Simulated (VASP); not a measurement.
# Sn4SeS3 (P2_1) in VASP: single point with PBEsol

Aim: the single point of Sn4SeS3 with PBEsol.

All numbers are computed with VASP 6.6.1; they aren't measurements. Logs are shortened: lines on timing, memory, paths and dates and some standing lists are left out, and cuts for length are marked.

### 1 The cell of the first run

The structure is monoclinic, space group P2_1 (No. 4). The conventional cell has a = 8.080 Å, b = 4.223 Å, c = 11.263 Å, α = 90.00°, β = 90.15°, γ = 90.00°. Within 3.6 Å of Sn (site symmetry 1) lie 5 S at 2.63 to 3.21 Å and 1 Se at 3.33 Å and 2 Sn at 3.49 to 3.51 Å. Within 3.5 Å of Sn (site symmetry 1) lie 6 S at 2.62 to 3.43 Å and 2 Sn at 3.43 Å. Sn (site symmetry 1) has 3 S at 2.68 to 3.36 Å and 3 Se at 2.76 to 3.19 Å and 2 Sn at 3.43 to 3.49 Å within 3.5 Å. Sn (site symmetry 1) has 4 S at 2.64 to 3.42 Å and 2 Se at 2.80 to 3.16 Å and 2 Sn at 3.43 to 3.51 Å within 3.6 Å. Se (site symmetry 1) has 7 Sn at 2.76 to 4.00 Å and 6 S at 3.74 to 4.05 Å and 4 Se at 3.82 to 4.22 Å within 4.3 Å. S (site symmetry 1) has 6 Sn at 2.64 to 3.43 Å within 3.5 Å. Within 3.5 Å of S (site symmetry 1) lie 6 Sn at 2.63 to 3.36 Å. Within 3.5 Å of S (site symmetry 1) lie 6 Sn at 2.62 to 3.42 Å.

### 2 Single point, PBEsol

The input, INCAR:

```
PREC     = Accurate       # precision mode
ENCUT    = 520            # plane-wave cutoff, eV
EDIFF    = 1E-6           # SCF threshold, eV
ISMEAR   = 0              # smearing method
SIGMA    = 0.1            # smearing width, eV
LREAL    = Auto         
LASPH    = T              # aspherical terms in the spheres
NELM     = 80             # most SCF steps
ALGO     = Normal         # electronic algorithm
ISIF     = 2              # what is computed and relaxed
LWAVE    = F              # write WAVECAR
LCHARG   = F              # write CHGCAR
GGA      = PS             # functional
NBANDS   = 94             # bands
```

The input, KPOINTS:

```
regular mesh
0
Gamma
  2 4 4
```

The input, POSCAR:

```
Sn4SeS3
1.0
   11.2634089062      0.0144861692      0.0000000000
    0.0103136351      8.0798288853      0.0000000000
    0.0000000000      0.0000000000      4.2228790530
Sn Se S
8 2 6
Direct
    0.1217656331      0.1247866929      0.1041801985
    0.1212025875      0.6260630600      0.1054943689
    0.3782343669      0.3752133071      0.6041801985
    0.3787974125      0.8739369400      0.6054943689
    0.6150332083      0.1174649058      0.3992342548
    0.6181550071      0.6325661622      0.4075172634
    0.8849667917      0.3825350942      0.8992342548
    0.8818449929      0.8674338378      0.9075172634
    0.8588921272      0.1244157792      0.4673146360
    0.6411078728      0.3755842208      0.9673146360
    0.8506873568      0.6258917209      0.4780669065
    0.6493126432      0.8741082791      0.9780669065
    0.3530065814      0.1237931217      0.0184469008
    0.3515527794      0.6254581220      0.0197454711
    0.1469934186      0.3762068783      0.5184469008
    0.1484472206      0.8745418780      0.5197454711
```

Potentials or basis: VASP PAW PBE potentials, release 64 (Sn_d, Se, S).

Command:

```bash
cat potpaw_PBE.64/Sn_d/POTCAR potpaw_PBE.64/Se/POTCAR potpaw_PBE.64/S/POTCAR > POTCAR
mpirun -np 1 vasp_std > vasp.out
```

OUTCAR:

```text
PREC = Accurate
   ENCUT = 520
   EDIFF = 1E-6
   ISMEAR = 0
   LREAL = Auto
   LASPH = T
   NELM = 80
   ISIF = 2
   GGA = PS

 ion  position               nearest neighbor table
   1  0.122  0.125  0.104-  13 2.63  16 2.69  15 2.70  16 3.20  15 3.21   7 3.49   8 3.51
   2  0.121  0.626  0.105-  14 2.62  16 2.68  15 2.68  16 3.20  15 3.21   7 3.43   8 3.43
   3  0.378  0.375  0.604-  15 2.63  14 2.69  13 2.70  14 3.20  13 3.21   5 3.49   6 3.51
   4  0.379  0.874  0.605-  16 2.62  14 2.68  13 2.68  14 3.20  13 3.21   5 3.43   6 3.43
   5  0.615  0.117  0.399-  12 2.68   9 2.76  10 2.79  12 3.16  10 3.19   4 3.43   3 3.49
   6  0.618  0.633  0.408-  11 2.64  12 2.69  10 2.80  12 3.12  10 3.16   4 3.43   3 3.51
   7  0.885  0.383  0.899-  11 2.68  10 2.76   9 2.79  11 3.16   9 3.19   2 3.43   1 3.49
   8  0.882  0.867  0.908-  12 2.64  11 2.69   9 2.80  11 3.12   9 3.16   2 3.43   1 3.51
   9  0.859  0.124  0.467-   5 2.76   7 2.79   8 2.80   8 3.16   7 3.19
  10  0.641  0.376  0.967-   7 2.76   5 2.79   6 2.80   6 3.16   5 3.19
  11  0.851  0.626  0.478-   6 2.64   7 2.68   8 2.69   8 3.12   7 3.16
  12  0.649  0.874  0.978-   8 2.64   5 2.68   6 2.69   6 3.12   5 3.16
  13  0.353  0.124  0.018-   1 2.63   4 2.68   3 2.70   4 3.21   3 3.21
  14  0.352  0.625  0.020-   2 2.62   4 2.68   3 2.69   4 3.20   3 3.20
  15  0.147  0.376  0.518-   3 2.63   2 2.68   1 2.70   2 3.21   1 3.21
  16  0.148  0.875  0.520-   4 2.62   2 2.68   1 2.69   2 3.20   1 3.20

  LATTYP: Found a simple monoclinic cell.
 ALAT       =     8.0798354678
 B/A-ratio  =     0.5226441887
 C/A-ratio  =     1.3940157899
 COS(beta)  =    -0.0025625894

  Lattice vectors:

 A1 = (   0.0103136351,   8.0798288853,   0.0000000000)
 A2 = (   0.0000000000,   0.0000000000,  -4.2228790530)
 A3 = ( -11.2634089062,  -0.0144861692,   0.0000000000)

Analysis of symmetry for initial positions (statically):
=====================================================================
 Subroutine PRICEL returns:
 Original cell was already a primitive cell.

 Routine SETGRP: Setting up the symmetry group for a
 simple monoclinic supercell.

 Subroutine GETGRP returns: Found  2 space group operations
 (whereof  1 operations were pure point group operations)
 out of a pool of  4 trial point group operations.

The static configuration has the point symmetry C_1 .
 The point group associated with its full space group is C_2 .

Analysis of symmetry for dynamics (positions and initial velocities):
=====================================================================
 Subroutine PRICEL returns:
 Original cell was already a primitive cell.

 Routine SETGRP: Setting up the symmetry group for a
 simple monoclinic supercell.

 Subroutine GETGRP returns: Found  2 space group operations
[... 135 lines left out ...]
   PSTRESS=    0.0 pullay stress
   NELECT =     160.0000    total number of electrons
   NUPDOWN=      -1.0000    fix difference up-down
   EMIN   =  10.00;   EMAX   =-10.00  energy-range for DOS
   EFERMI =   0.00;   METHOD = LEGACY
   ISMEAR =     0;   SIGMA  =   0.10  broadening in eV -4-tet -1-fermi 0-gaus
   EFERMI_NEDOS =   21; number of points for ismear=-14 and -15
   IALGO  =     38    algorithm
   IMIX   =      4    mixing-type and parameters
     AMIX     =   0.40;   BMIX     =  1.00
     AMIX_MAG =   1.60;   BMIX_MAG =  1.00
  volume/ion in A,a.u.               =      24.02       162.09
  Fermi-wavevector in a.u.,A,eV,Ry     =   1.222423  2.310045 20.331430  1.494318
  Thomas-Fermi vector in A             =   2.357570
   LORBIT       =      0    0 simple, 1 ext, 2 COOP (PROOUT), +10 PAW based schemes
   GGA     = PS    functional components
   LHFCALC =     F    Hartree Fock is set to
   AEXX    =    0.0000 exact exchange contribution
   IVDW    =     0    specifies the selected vdW correction
   LEPSILON=     F    determine dielectric tensor
   LRPA    =     F    only Hartree local field effects (RPA)
 non-spin polarized calculation
 Gauss-broadening in eV      SIGMA  =   0.10
  energy-cutoff  :      520.00
  volume of cell :      384.31
 maximum number of plane-waves:     10388
 NGX is ok and might be reduce to    84
   NGX = 41   NGY = 31   NGZ = 15

 number of electron     160.0000023 magnetization

 Free energy of the ion-electron system (eV)
  ---------------------------------------------------
  ext. energy  EPLUGINS =         0.00000000
  ---------------------------------------------------
  free energy    TOTEN  =       -75.47306096 eV

  energy without entropy =      -75.47306077  energy(sigma->0) =      -75.47306087

 E-fermi :   6.5439     XC(G=0): -10.1593

 val. band max:        6.2201820456   @ k =   0.5000  -0.0000   0.5000
 cond. band min:       6.8571600816   @ k =   0.0000   0.0000   0.0000
 fundamental gap:      0.6369780361
 Fermi energy:         6.5438793728

 k-point     1 :       0.0000    0.0000    0.0000
  band No.  band energies     occupation
      1     -14.9705      2.00000
      2     -14.9615      2.00000
      3     -14.9612      2.00000
      4     -14.9528      2.00000
      5     -14.9519      2.00000
      6     -14.9426      2.00000
[... 1699 lines left out ...]
     91       9.7804      0.00000
     92       9.7804      0.00000
 [bands above 92 left out]

------------------------ aborting loop because EDIFF is reached ----------------------------------------

  FORCE on cell =-STRESS in cart. coord.  units (eV):
  Direction    XX          YY          ZZ          XY          YZ          ZX
  --------------------------------------------------------------------------------------
  -------------------------------------------------------------------------------------
  Total       -0.2990316     -0.0467656      0.4410388     -0.0882998      0.0000000      0.0000000
  in kB       -1.2466591     -0.1949651      1.8386856     -0.3681209      0.0000000      0.0000000
  external PRESSURE =       0.1323538 kB  Pullay stress =       0.0000000 kB

 VOLUME and BASIS-vectors are now :
 -----------------------------------------------------------------------------
  energy-cutoff  :      520.00
  volume of cell :      384.31
      direct lattice vectors                 reciprocal lattice vectors
    11.263408906  0.014486169  0.000000000     0.088783214 -0.000113329  0.000000000
     0.010313635  8.079828885  0.000000000    -0.000159178  0.123765200  0.000000000
     0.000000000  0.000000000  4.222879053     0.000000000  0.000000000  0.236805267

 POSITION                                       TOTAL-FORCE (eV/Angst)
 -----------------------------------------------------------------------------------
      1.37278      1.01002      0.43994        -0.007360     -0.002769     -0.016270
      1.37161      5.06024      0.44549         0.009032      0.002589     -0.029069
      4.26408      3.03714      2.55138         0.007360      0.002769     -0.016270
      4.27556      7.06675      2.55693        -0.009032     -0.002589     -0.029069
      6.92858      0.95801      1.68592         0.012451     -0.027234      0.019045
      6.96906      5.11998      1.72090         0.014501      0.011088      0.013332
[... 8 lines left out ...]
      1.65953      3.04182      2.18934         0.012380     -0.012341      0.018454
      1.68104      7.06830      2.19482         0.001971      0.005966      0.010256
 -----------------------------------------------------------------------------------
    total drift:                               -0.000000      0.000000     -0.023675

  FREE ENERGIE OF THE ION-ELECTRON SYSTEM (eV)
  ---------------------------------------------------
  free  energy   TOTEN  =       -75.4730609645 eV

  energy  without entropy=      -75.4730607688  energy(sigma->0) =      -75.47306087
```

OSZICAR:

```text
N       E                     dE             d eps       ncg     rms          rms(c)
DAV:   1     0.214107049341E+04    0.21411E+04   -0.69679E+04  3626   0.230E+03
DAV:   2     0.393366934032E+03   -0.17477E+04   -0.17070E+04  3384   0.710E+02
DAV:   3    -0.277528326263E+02   -0.42112E+03   -0.39908E+03  3794   0.250E+02
DAV:   4    -0.752817415310E+02   -0.47529E+02   -0.46102E+02  4090   0.786E+01
DAV:   5    -0.773519030594E+02   -0.20702E+01   -0.20514E+01  3912   0.168E+01    0.154E+01
DAV:   6    -0.755219588761E+02    0.18299E+01   -0.44097E+00  4348   0.807E+00    0.952E+00
DAV:   7    -0.755201218053E+02    0.18371E-02   -0.21684E+00  4862   0.415E+00    0.262E+00
DAV:   8    -0.754731444154E+02    0.46977E-01   -0.39048E-01  4328   0.273E+00    0.710E-01
DAV:   9    -0.754730290502E+02    0.11537E-03   -0.49833E-02  4136   0.111E+00    0.220E-01
DAV:  10    -0.754729955467E+02    0.33504E-04   -0.41846E-03  4934   0.389E-01    0.131E-01
DAV:  11    -0.754730568175E+02   -0.61271E-04   -0.86511E-04  4310   0.122E-01    0.509E-02
DAV:  12    -0.754730585342E+02   -0.17167E-05   -0.15827E-04  4190   0.526E-02    0.205E-02
DAV:  13    -0.754730620191E+02   -0.34849E-05   -0.15607E-05  3554   0.251E-02    0.106E-02
DAV:  14    -0.754730606985E+02    0.13206E-05   -0.87200E-06  3558   0.160E-02    0.319E-03
DAV:  15    -0.754730609645E+02   -0.26602E-06   -0.20875E-06  2396   0.853E-03
   1 F= -.75473061E+02 E0= -.75473061E+02  d E =-.195694E-06
```

Wall time 15 min (1 thread of Intel Xeon Platinum 8259CL at 2.50GHz (Skylake/Cascade Lake), shared host); peak memory 0.63 GiB.

What came out:

| Property | Result |
| --- | --- |
| Free energy | -75.4731 eV |
| Pressure | 0.0 GPa |
| Largest force | 0.035 eV/Å |
| Band gap on the k mesh | 0.64 eV (least direct gap 1.05 eV) |

Forces on the atoms (eV/Å):
```
Sn  -0.007 -0.003 -0.016
Sn   0.009  0.003 -0.029
Sn   0.007  0.003 -0.016
Sn  -0.009 -0.003 -0.029
Sn   0.012 -0.027  0.019
Sn   0.015  0.011  0.013
Sn  -0.012  0.027  0.019
Sn  -0.015 -0.011  0.013
Se   0.000 -0.015  0.006
Se   0.000  0.015  0.006
S    0.007  0.013 -0.022
S   -0.007 -0.013 -0.022
S   -0.012  0.012  0.018
S   -0.002 -0.006  0.010
S    0.012 -0.012  0.018
S    0.002  0.006  0.010
```

Levels at points of the mesh, in eV from the valence-band top:
| k point | band 77 | band 78 | band 79 | band 80 | band 81 | band 82 | band 83 | band 84 |
| --- | --- | --- | --- | --- | --- | --- | --- | --- |
| (0.00, 0.00, 0.00) | -0.70 | -0.66 | -0.60 | -0.45 | 0.64 | 1.12 | 1.13 | 1.73 |
| (0.50, 0.00, 0.00) | -0.80 | -0.79 | -0.66 | -0.46 | 1.54 | 1.55 | 1.66 | 1.67 |
| (0.00, 0.50, 0.00) | -0.75 | -0.63 | -0.19 | -0.17 | 1.11 | 1.13 | 1.16 | 1.20 |
| (0.50, 0.50, 0.00) | -0.59 | -0.58 | -0.47 | -0.33 | 1.78 | 1.79 | 1.80 | 1.82 |
| (0.00, 0.00, 0.50) | -0.86 | -0.86 | -0.10 | -0.10 | 1.39 | 1.39 | 1.76 | 1.76 |
| (0.50, 0.00, 0.50) | -0.62 | -0.62 | 0.00 | 0.00 | 1.28 | 1.28 | 1.74 | 1.74 |
| (0.00, 0.50, 0.50) | -1.13 | -1.13 | -0.92 | -0.92 | 1.44 | 1.44 | 1.54 | 1.54 |
| (0.50, 0.50, 0.50) | -1.43 | -1.43 | -1.19 | -1.19 | 2.28 | 2.28 | 2.37 | 2.37 |

Caveat: semilocal functionals underestimate gaps, and a narrow one can read as zero; the PAW data sets were made with another functional, which shifts forces and pressure a little; spin-orbit coupling is left out, which moves the levels of the heavy elements.
